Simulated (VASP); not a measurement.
# La (Fd-3m) in VASP: a series of runs

The runs below take La through single point, with LDA.

Everything below comes from runs of VASP 6.6.1. Logs are shortened: lines on timing, memory, paths and dates and some standing lists are left out, and cuts for length are marked.

### Step 1. The cell of the first run

The structure is cubic, space group Fd-3m (No. 227). Conventional cell: a = 5.559 Å, b = 5.559 Å, c = 5.559 Å, α = 90.00°, β = 90.00°, γ = 90.00°. Within 3.2 Å of La (site symmetry -43m) lie 4 La at 2.41 Å.

### Step 2. Single point, LDA

Contents of INCAR:

```
SYSTEM = La
ALGO = Normal ; EDIFF = 1E-7
ENCUT = 520 ; ISIF = 2
ISMEAR = -1 ; LASPH = .True.
LCHARG = .False. ; LREAL = .False.
LWAVE = .False. ; NBANDS = 18
NELM = 60 ; PREC = Accurate
SIGMA = 0.1
```

Contents of KPOINTS:

```
k-points
0
Gamma
  12 12 12
  0 0 0
```

Contents of POSCAR:

```
La
1.0
    0.0000000000      2.7797075961      2.7797075961
    2.7797075961      0.0000000000      2.7797075961
    2.7797075961      2.7797075961      0.0000000000
La
2
Direct
   -0.1250000000     -0.1250000000     -0.1250000000
    0.1250000000      0.1250000000      0.1250000000
```

Potentials or basis: VASP PAW LDA potentials, release 64 (La).

Launch:

```bash
> cat potpaw_LDA.64/La/POTCAR > POTCAR
> mpirun -np 1 vasp_std > vasp.out
```

OUTCAR:

```text
SYSTEM = La
   EDIFF = 1E-7
   ENCUT = 520
   ISIF = 2
   ISMEAR = -1
   LASPH = .True.
   LREAL = .False.
   NELM = 60
   PREC = Accurate

 ion  position               nearest neighbor table
   1  0.875  0.875  0.875-   2 2.41   2 2.41   2 2.41   2 2.41
   2  0.125  0.125  0.125-   1 2.41   1 2.41   1 2.41   1 2.41

  LATTYP: Found a face centered cubic cell.
 ALAT       =     5.5594151922

  Lattice vectors:

 A1 = (   0.0000000000,   2.7797075961,   2.7797075961)
 A2 = (   2.7797075961,   0.0000000000,   2.7797075961)
 A3 = (   2.7797075961,   2.7797075961,   0.0000000000)

Analysis of symmetry for initial positions (statically):
=====================================================================
 Subroutine PRICEL returns:
 Original cell was already a primitive cell.

 Routine SETGRP: Setting up the symmetry group for a
 face centered cubic supercell.

 Subroutine GETGRP returns: Found 48 space group operations
 (whereof 12 operations were pure point group operations)
 out of a pool of 48 trial point group operations.

The static configuration has the point symmetry D_3d.
 The point group associated with its full space group is O_h .

Analysis of symmetry for dynamics (positions and initial velocities):
=====================================================================
 Subroutine PRICEL returns:
 Original cell was already a primitive cell.

 Routine SETGRP: Setting up the symmetry group for a
 face centered cubic supercell.

 Subroutine GETGRP returns: Found 48 space group operations
 (whereof 12 operations were pure point group operations)
 out of a pool of 48 trial point group operations.

The dynamic configuration has the point symmetry D_3d.
 The point group associated with its full space group is O_h .

 Subroutine INISYM returns: Found 48 space group operations
 (whereof 12 operations are pure point group operations),
 and found     1 'primitive' translations

----------------------------------------------------------------------------------------

                                     Primitive cell

  volume of cell :      42.9563

  direct lattice vectors                    reciprocal lattice vectors
     0.000000000  2.779707596  2.779707596    -0.179875035  0.179875035  0.179875035
     2.779707596  0.000000000  2.779707596     0.179875035 -0.179875035  0.179875035
     2.779707596  2.779707596  0.000000000     0.179875035  0.179875035 -0.179875035

  length of vectors
     3.931100182  3.931100182  3.931100182     0.311552699  0.311552699  0.311552699

  position of ions in fractional coordinates (direct lattice)
     0.875000000  0.875000000  0.875000000
     0.125000000  0.125000000  0.125000000

  ion indices of the primitive-cell ions
   primitive index   ion index
                 1           1
                 2           2

----------------------------------------------------------------------------------------

 KPOINTS: k-points

Automatic generation of k-mesh.
 Grid dimensions read from file:
 generate k-points for:   12   12   12

 Generating k-lattice:

  Cartesian coordinates                     Fractional coordinates (reciprocal lattice)
    -0.014989586  0.014989586  0.014989586     0.083333333  0.000000000  0.000000000
     0.014989586 -0.014989586  0.014989586     0.000000000  0.083333333  0.000000000
     0.014989586  0.014989586 -0.014989586     0.000000000  0.000000000  0.083333333

  Length of vectors
     0.025962725  0.025962725  0.025962725

  Shift w.r.t. Gamma in fractional coordinates (k-lattice)
     0.000000000  0.000000000  0.000000000

 Subroutine IBZKPT returns following result:
 ===========================================

 Found     72 irreducible k-points:

 Following reciprocal coordinates:
            Coordinates               Weight
  0.000000  0.000000  0.000000      1.000000
  0.083333  0.000000  0.000000      8.000000
  0.166667  0.000000  0.000000      8.000000
  0.250000  0.000000  0.000000      8.000000
  0.333333  0.000000  0.000000      8.000000
  0.416667  0.000000  0.000000      8.000000
[... 16 lines left out ...]
  0.500000  0.166667  0.000000     24.000000
 -0.416667  0.166667  0.000000     24.000000
 [... further k-points ...]
   k-points           NKPTS =     72   k-points in BZ     NKDIM =     72   number of bands    NBANDS=     18
   number of dos      NEDOS =    301   number of ions     NIONS =      2
   total plane-waves  NPLWV =  27000
   dimension x,y,z NGX =    30 NGY =   30 NGZ =   30
   dimension x,y,z NGXF=    60 NGYF=   60 NGZF=   60
   ions per type =               2
   NGX,Y,Z   is equivalent  to a cutoff of  12.69, 12.69, 12.69 a.u.
   NGXF,Y,Z  is equivalent  to a cutoff of  25.37, 25.37, 25.37 a.u.
 SYSTEM =  La
   PREC   = accura    normal or accurate (medium, high low for compatibility)
   ISTART =      0    job   : 0-new  1-cont  2-samecut
   ICHARG =      2    charge: 1-file 2-atom 10-const
   ISPIN  =      1    spin polarized calculation?
   LNONCOLLINEAR =      F non collinear calculations
   LSORBIT =      F    spin-orbit coupling
   LASPH  =      T    aspherical Exc in radial PAW
   ENCUT  =  520.0 eV  38.22 Ry    6.18 a.u.   7.31  7.31  7.31*2*pi/ulx,y,z
   NELM   =     60;   NELMIN=  2; NELMDL= -5     # of ELM steps
   EDIFF  = 0.1E-06   stopping-criterion for ELM
   LREAL  =      F    real-space projection
   EDIFFG = 0.1E-05   stopping-criterion for IOM
   NSW    =      0    number of steps for IOM
   IBRION =     -1    ionic relax: 0-MD 1-quasi-New 2-CG
   NFREE  =      0    steps in history (QN), initial steepest desc. (CG)
   ISIF   =      2    stress and relaxation
   ISYM   =      2    0-nonsym 1-usesym 2-fastsym
   POTIM  = 0.5000    time-step for ionic-motion
   TEBEG  =    0.0;   TEEND  =   0.0 temperature during run
   PSTRESS=    0.0 pullay stress
   NELECT =      22.0000    total number of electrons
   NUPDOWN=      -1.0000    fix difference up-down
   EMIN   =  10.00;   EMAX   =-10.00  energy-range for DOS
   EFERMI =   0.00;   METHOD = LEGACY
   ISMEAR =    -1;   SIGMA  =   0.10  broadening in eV -4-tet -1-fermi 0-gaus
   EFERMI_NEDOS =   21; number of points for ismear=-14 and -15
   IALGO  =     38    algorithm
   IMIX   =      4    mixing-type and parameters
     AMIX     =   0.40;   BMIX     =  1.00
     AMIX_MAG =   1.60;   BMIX_MAG =  1.00
  volume/ion in A,a.u.               =      21.48       144.94
  Fermi-wavevector in a.u.,A,eV,Ry     =   1.309805  2.475172 23.342004  1.715589
  Thomas-Fermi vector in A             =   2.440379
   LORBIT       =      0    0 simple, 1 ext, 2 COOP (PROOUT), +10 PAW based schemes
   GGA     = CA    functional components
   LHFCALC =     F    Hartree Fock is set to
   AEXX    =    0.0000 exact exchange contribution
   IVDW    =     0    specifies the selected vdW correction
   LEPSILON=     F    determine dielectric tensor
   LRPA    =     F    only Hartree local field effects (RPA)
 non-spin polarized calculation
  energy-cutoff  :      520.00
  volume of cell :       42.96
 maximum number of plane-waves:      1185
 NGX is ok and might be reduce to    30
   NGX = 15   NGY = 15   NGZ = 15

 number of electron      22.0000001 magnetization

 Free energy of the ion-electron system (eV)
  ---------------------------------------------------
  ext. energy  EPLUGINS =         0.00000000
  ---------------------------------------------------
  free energy    TOTEN  =        -4.68415718 eV

  energy without entropy =       -4.65235288  energy(sigma->0) =       -4.66825503

 E-fermi :  13.2430     XC(G=0): -11.8629

 val. band max:       13.2137711478   @ k =   0.5000   0.4167   0.0833
 cond. band min:      13.2495481244   @ k =   0.4167   0.3333   0.0000
 fundamental gap:      0.0357769766
 Fermi energy:        13.2430492734

 k-point     1 :       0.0000    0.0000    0.0000
  band No.  band energies     occupation
      1     -21.6242      2.00000
      2     -14.8639      2.00000
      3      -5.3102      2.00000
      4      -5.3102      2.00000
      5      -5.3102      2.00000
      6      -0.7387      2.00000
[... 10 lines left out ...]
     17      15.6947      0.00000
     18      17.0191      0.00000

 k-point     2 :       0.0833    0.0000    0.0000
  band No.  band energies     occupation
      1     -21.5663      2.00000
      2     -15.0215      2.00000
      3      -5.3711      2.00000
      4      -5.3711      2.00000
      5      -5.2566      2.00000
      6      -0.6355      2.00000
[... 10 lines left out ...]
     17      15.7020      0.00000
     18      17.0188      0.00000

 k-point     3 :       0.1667    0.0000    0.0000
  band No.  band energies     occupation
      1     -21.3973      2.00000
      2     -15.4482      2.00000
      3      -5.5260      2.00000
      4      -5.5260      2.00000
      5      -5.1457      2.00000
      6      -0.3649      2.00000
[... 10 lines left out ...]
     17      15.7225      0.00000
     18      16.9453      0.00000

 k-point     4 :       0.2500    0.0000    0.0000
  band No.  band energies     occupation
      1     -21.1341      2.00000
      2     -16.0348      2.00000
      3      -5.7159      2.00000
      4      -5.7159      2.00000
      5      -5.0633      2.00000
      6      -0.0172      2.00000
[... 10 lines left out ...]
     17      15.9575      0.00000
     18      16.2524      0.00000

 k-point     5 :       0.3333    0.0000    0.0000
  band No.  band energies     occupation
      1     -20.8151      2.00000
      2     -16.6506      2.00000
      3      -5.8867      2.00000
      4      -5.8867      2.00000
      5      -5.0390      2.00000
      6       0.3099      2.00000
[... 10 lines left out ...]
     17      16.3854      0.00000
     18      16.3854      0.00000

 k-point     6 :       0.4167    0.0000    0.0000
  band No.  band energies     occupation
      1     -20.5218      2.00000
      2     -17.1471      2.00000
      3      -6.0020      2.00000
      4      -6.0020      2.00000
      5      -5.0471      2.00000
      6       0.5381      2.00000
[... 10 lines left out ...]
     17      16.6790      0.00000
     18      16.6790      0.00000

 k-point     7 :       0.5000    0.0000    0.0000
  band No.  band energies     occupation
      1     -20.3935      2.00000
      2     -17.3472      2.00000
      3      -6.0424      2.00000
      4      -6.0424      2.00000
      5      -5.0542      2.00000
      6       0.6195      2.00000
[... 10 lines left out ...]
     17      16.7855      0.00000
     18      16.7855      0.00000

 k-point     8 :       0.0833    0.0833    0.0000
  band No.  band energies     occupation
      1     -21.5466      2.00000
      2     -15.0732      2.00000
      3      -5.4552      2.00000
      4      -5.4552      2.00000
      5      -5.0989      2.00000
      6      -0.8097      2.00000
[... 10 lines left out ...]
     17      15.6832      0.00000
     18      17.0225      0.00000
[... 229 lines left out ...]
     17      15.6088      0.00000
     18      17.0738      0.00000

 k-point    20 :       0.2500    0.1667    0.0000
  band No.  band energies     occupation
      1     -21.1110      2.00000
      2     -16.0756      2.00000
      3      -6.0134      2.00000
      4      -5.9921      2.00000
      5      -4.2432      2.00000
      6      -0.9907      2.00000
[... 10 lines left out ...]
     17      15.7666      0.00000
     18      16.8704      0.00000

 k-point    21 :       0.3333    0.1667    0.0000
  band No.  band energies     occupation
      1     -20.8207      2.00000
      2     -16.6303      2.00000
      3      -6.2642      2.00000
      4      -6.1519      2.00000
      5      -4.0272      2.00000
      6      -0.7663      2.00000
[... 10 lines left out ...]
     17      15.9785      0.00000
     18      16.6128      0.00000

 k-point    22 :       0.4167    0.1667    0.0000
  band No.  band energies     occupation
      1     -20.4911      2.00000
      2     -17.1830      2.00000
      3      -6.5052      2.00000
      4      -6.2462      2.00000
      5      -3.9177      2.00000
      6      -0.4004      2.00000
[... 10 lines left out ...]
     17      16.3634      0.00000
     18      16.7404      0.00000

 k-point    23 :       0.5000    0.1667    0.0000
  band No.  band energies     occupation
      1     -20.2256      2.00000
      2     -17.5812      2.00000
      3      -6.6819      2.00000
      4      -6.2596      2.00000
      5      -3.8971      2.00000
      6      -0.0327      2.00000
[... 10 lines left out ...]
     17      16.6958      0.00000
     18      16.7654      0.00000

 k-point    24 :      -0.4167    0.1667    0.0000
  band No.  band energies     occupation
      1     -20.1856      2.00000
      2     -17.6380      2.00000
      3      -6.7561      2.00000
      4      -6.1903      2.00000
      5      -3.9389      2.00000
      6       0.1961      2.00000
[... 10 lines left out ...]
     17      16.6280      0.00000
     18      16.9453      0.00000

 [... further k-points ...]

------------------------ aborting loop because EDIFF is reached ----------------------------------------

  FORCE on cell =-STRESS in cart. coord.  units (eV):
  Direction    XX          YY          ZZ          XY          YZ          ZX
  --------------------------------------------------------------------------------------
  -------------------------------------------------------------------------------------
  Total       24.6191491     24.6191491     24.6191491      0.0000000      0.0000000     -0.0000000
  in kB      918.2401600    918.2401600    918.2401600      0.0000000      0.0000000     -0.0000000
  external PRESSURE =     918.2401600 kB  Pullay stress =       0.0000000 kB

 VOLUME and BASIS-vectors are now :
 -----------------------------------------------------------------------------
  energy-cutoff  :      520.00
  volume of cell :       42.96
      direct lattice vectors                 reciprocal lattice vectors
     0.000000000  2.779707596  2.779707596    -0.179875035  0.179875035  0.179875035
     2.779707596  0.000000000  2.779707596     0.179875035 -0.179875035  0.179875035
     2.779707596  2.779707596  0.000000000     0.179875035  0.179875035 -0.179875035

 POSITION                                       TOTAL-FORCE (eV/Angst)
 -----------------------------------------------------------------------------------
      4.86449      4.86449      4.86449         0.000000      0.000000      0.000000
      0.69493      0.69493      0.69493        -0.000000     -0.000000     -0.000000
 -----------------------------------------------------------------------------------
    total drift:                               -0.000000      0.000000      0.000000

  FREE ENERGIE OF THE ION-ELECTRON SYSTEM (eV)
  ---------------------------------------------------
  free  energy   TOTEN  =        -4.6841571817 eV

  energy  without entropy=       -4.6523528839  energy(sigma->0) =       -4.66825503
```

It took 46 s on 1 thread of AMD EPYC 9R45 (Zen 5), shared host; peak memory 0.17 GiB.

Results:

```yaml
Free_energy: -4.6842 eV
Pressure: 91.8 GPa
Band_gap_on_the_k_mesh: zero (band 11 reaches 13.31 eV, above the bottom of band 12 at 13.00 eV)
```

Levels at points of the mesh, in eV from the Fermi level:
```
           k point  band 9  band 10  band 11  band 12  band 13  band 14
(0.00, 0.00, 0.00)   -2.29    -1.20    -1.20     1.15     1.15     1.15
(0.50, 0.00, 0.00)   -1.68    -0.87    -0.87    -0.24     0.14     0.14
(0.50, 0.50, 0.00)   -2.20    -2.20    -0.24    -0.24     0.82     0.82
```

Caveat: spin-orbit coupling is left out, which moves the levels of the heavy elements.

### Step 3. Single point, LDA

Contents of INCAR:

```
PREC = Accurate
ENCUT = 520
EDIFF = 1E-7
ISMEAR = -1
SIGMA = 0.1
LREAL = False
LASPH = True
NELM = 100
ALGO = Normal
ISIF = 2
LWAVE = False
LCHARG = False
NBANDS = 18
```

Contents of KPOINTS:

```
Automatic mesh
0
Gamma
  12 12 12
```

Contents of POSCAR:

```
La
1.0
    0.0000000000      2.7788136733      2.7788136733
    2.7788136733      0.0000000000      2.7788136733
    2.7788136733      2.7788136733      0.0000000000
La
2
Direct
   -0.1250000000     -0.1250000000     -0.1250000000
    0.1250000000      0.1250000000      0.1250000000
```

Potentials or basis: VASP PAW LDA potentials, release 64 (La).

Launch:

```bash
> cat potpaw_LDA.64/La/POTCAR > POTCAR
> mpirun -np 1 vasp_std > vasp.out
```

It took 44 s on 1 thread of AMD EPYC 9R45 (Zen 5), shared host; peak memory 0.17 GiB.

Results (log left out):

| Quantity | Value |
| --- | --- |
| Free energy | -4.6604 eV |
| Pressure | 92.2 GPa |
| Band gap on the k mesh | zero (band 11 reaches 13.32 eV, above the bottom of band 12 at 13.01 eV) |

Levels at points of the mesh, in eV from the Fermi level:
```
           k point  band 7  band 8  band 9  band 10  band 11  band 12  band 13  band 14  band 15  band 16
(0.00, 0.00, 0.00)  -13.98  -13.98   -2.30    -1.20    -1.20     1.15     1.15     1.15     2.45     2.45
(0.50, 0.00, 0.00)  -12.62  -11.31   -1.68    -0.87    -0.87    -0.24     0.14     0.14     2.57     3.06
(0.50, 0.50, 0.00)  -10.64  -10.64   -2.20    -2.20    -0.24    -0.24     0.82     0.82     2.76     2.76
```

Caveat: spin-orbit coupling is left out, which moves the levels of the heavy elements.
